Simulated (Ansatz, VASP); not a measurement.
# Two plane-wave programs on BiTe

Contents of INCAR:

```
SYSTEM = BiTe
ALGO = Normal ; EDIFF = 1E-6
ENCUT = 500 ; GGA = PS
GGA_COMPAT = .FALSE. ; ISIF = 2
ISMEAR = 0 ; LASPH = .TRUE.
LCHARG = .FALSE. ; LREAL = .FALSE.
LWAVE = .FALSE. ; NBANDS = 18
NELM = 120 ; PREC = Accurate
SIGMA = 0.15
```

The input KPOINTS:

```
k-points
0
G
  16 16 16
  0 0 0
```

The input POSCAR:

```
BiTe
1.0
    0.0000000000      3.1971538277      3.1971538277
    3.1971538277      0.0000000000      3.1971538277
    3.1971538277      3.1971538277      0.0000000000
Bi Te
1 1
Direct
   -0.0071616461      0.0071616461     -0.0071616461
    0.5117291823      0.4882708177      0.5117291823
```

Input for Ansatz:

```yaml
crystal:
  lattice:
    - [0.0, 3.1971538277, 3.1971538277]
    - [3.1971538277, 0.0, 3.1971538277]
    - [3.1971538277, 3.1971538277, 0.0]
  atoms:
    - { symbol: Bi, position: [-0.0071616461, 0.0071616461, -0.0071616461] }
    - { symbol: Te, position: [0.5117291823, 0.4882708177, 0.5117291823] }
basis:
  ecutwfc: 420
kpoints:
  mp_grid: { grid: [16, 16, 16] }
hamiltonian:
  xc: pbesol
scf:
  occupations: { method: gaussian, width: 0.15 }
output:
  forces: true
  stress: true
  eigenvalues: true
```

Change from the starting cell: mode 4 (101.1 1/cm) frozen in, largest displacement +0.075 Å.

Alike in both runs: task single point; functional PBEsol; k mesh 16 × 16 × 16; occupations gaussian, width 0.15 eV; no spin polarisation.

|  | VASP | Ansatz |
| --- | --- | --- |
| version | VASP 6.6.1 | Ansatz 0.2.0 |
| potentials or method | VASP PAW PBE potentials, release 64 (Bi_d, Te), cutoff 500 eV | scalar-relativistic, plane waves, PAW |
| valence electrons in the cell | 21 | 31 |

```csv
,VASP,Ansatz,Ansatz less VASP
gap on the k mesh at the Fermi level (eV),none,none,-
pressure (GPa),0.3,0.3,+0.01
"traceless stress, the component that is largest in VASP (GPa)",0.26,0.26,-0.004
rms of the force components (eV/Å),0.212,0.211,-0.0018
```

VASP's potentials were made for PBE, not for PBEsol. Atom by atom the forces differ by 0.002 eV/Å (rms over components). A gap of «none» marks a metal or a gap that the smearing closes. The functional is the same, so the differences come from potentials, cutoffs and numerics. VASP's potentials hold 21 valence electrons a cell and Ansatz's 31, so a difference there can come from the potentials and not from the codes.

Neither program's run includes spin-orbit coupling.
